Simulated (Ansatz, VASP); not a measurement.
SiB5C in VASP and in Ansatz

The input INCAR:

```
SYSTEM = SiB5C
PREC = Accurate
ENCUT = 600
EDIFF = 1E-7
ISMEAR = 0
SIGMA = 0.2
LREAL = .False.
LASPH = .True.
NELM = 80
ALGO = Normal
ISIF = 3
LWAVE = .False.
LCHARG = .False.
GGA = PE
IBRION = 2
NSW = 36
EDIFFG = -0.08
```

Contents of KPOINTS:

```
regular mesh
0
Gamma
  4 4 4
  0 0 0
```

The input POSCAR:

```
SiB5C
1.0
    4.3830000000     -3.0250000000      0.0000000000
    4.3830000000      3.0250000000      0.0000000000
   -2.2924715900      0.0000000000      4.8062666400
Si B C
2 10 2
Direct
    0.4030000000      0.4030000000      0.5970000000
    0.5970000000      0.5970000000      0.4030000000
    0.0140000000      0.3080000000      0.9860000000
    0.3080000000      0.0140000000      0.9860000000
    0.1860000000      0.1860000000      0.2920000000
    0.1860000000      0.7080000000      0.8140000000
    0.7080000000      0.1860000000      0.8140000000
    0.6920000000      0.9860000000      0.0140000000
    0.9860000000      0.6920000000      0.0140000000
    0.8140000000      0.8140000000      0.7080000000
    0.2920000000      0.8140000000      0.1860000000
    0.8140000000      0.2920000000      0.1860000000
    0.0140000000      0.0140000000      0.6910000000
    0.9860000000      0.9860000000      0.3090000000
```

Input for Ansatz:

```yaml
crystal:
  lattice:
    - [4.383, -3.025, 0.0]
    - [4.383, 3.025, 0.0]
    - [-2.29247159, 0.0, 4.80626664]
  atoms:
    - { symbol: Si, position: [0.403, 0.403, 0.597] }
    - { symbol: Si, position: [0.597, 0.597, 0.403] }
    - { symbol: B, position: [0.014, 0.308, 0.986] }
    - { symbol: B, position: [0.308, 0.014, 0.986] }
    - { symbol: B, position: [0.186, 0.186, 0.292] }
    - { symbol: B, position: [0.186, 0.708, 0.814] }
    - { symbol: B, position: [0.708, 0.186, 0.814] }
    - { symbol: B, position: [0.692, 0.986, 0.014] }
    - { symbol: B, position: [0.986, 0.692, 0.014] }
    - { symbol: B, position: [0.814, 0.814, 0.708] }
    - { symbol: B, position: [0.292, 0.814, 0.186] }
    - { symbol: B, position: [0.814, 0.292, 0.186] }
    - { symbol: C, position: [0.014, 0.014, 0.691] }
    - { symbol: C, position: [0.986, 0.986, 0.309] }
basis:
  ecutwfc: 420
kpoints:
  mp_grid: { grid: [4, 4, 4] }
hamiltonian:
  xc: pbe
scf:
  occupations: { method: gaussian, width: 0.2 }
  lower_state_search: "off"
output:
  forces: true
  stress: true
  eigenvalues: true
relax:
  adjacent_minimum: "off"
  f_tol: 0.08
  max_steps: 16
  cell: { stress_tol: 0.8 }
```

Alike in both runs: task relaxation of cell and atoms; functional PBE; k mesh 4 × 4 × 4; occupations gaussian, width 0.2 eV; no spin polarisation.

```csv
,VASP,Ansatz
version,VASP 6.6.1,Ansatz 0.2.0
potentials or method,"VASP PAW PBE potentials, release 64 (Si, B, C), cutoff 600 eV","scalar-relativistic, plane waves, PAW"
valence electrons in the cell,46,46
```

Ansatz gave:

- gap on the k mesh at the Fermi level, each at its own relaxed structure (eV): 1.48
- relaxed volume (Å³/atom): 8.85
- relaxed length of the cell vector where the two differ most in proportion (Å): 5.009

Problem. What did VASP give for the same quantities?

Solution. gap on the k mesh at the Fermi level, each at its own relaxed structure (eV): 1.48; relaxed volume (Å³/atom): 8.87; relaxed length of the cell vector where the two differ most in proportion (Å): 5.012.
